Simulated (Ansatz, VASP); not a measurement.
Two plane-wave programs on NaLa

```
CELL_PARAMETERS angstrom
3.66635 0.00000 0.00000
-1.83318 3.17515 0.00000
0.00000 0.00000 6.27294
ATOMIC_POSITIONS crystal
Na 0.00000 0.00000 0.00000
La 0.33333 0.66667 0.50000
```

Alike in both runs: task single point; functional b88 exchange, pbe correlation; k mesh 7 × 7 × 4; no spin polarisation.

```csv
,VASP,Ansatz
version,VASP 6.6.1,Ansatz 0.2.0
potentials or method,"VASP PAW PBE potentials, release 64 (Na_pv, La), cutoff 500 eV","plane waves, PAW"
occupations,"gaussian, width 0.1 eV",gaussian
valence electrons in the cell,18,20
```

VASP gave:

```
pressure (GPa)                                                : -0.2
traceless stress, the component that is largest in VASP (GPa) : 1.63
```

**Question.** Estimate Ansatz's values.

**Answer.** Pressure (GPa): -0.2; traceless stress, the component that is largest in VASP (GPa): 1.65.

VASP's potentials were made for PBE, not for b88 exchange, pbe correlation. VASP's potentials hold 18 valence electrons a cell and Ansatz's 20, so a difference there can come from the potentials and not from the codes. Ansatz's warnings: structure snapped to symmetry.

Spin-orbit coupling is off throughout.
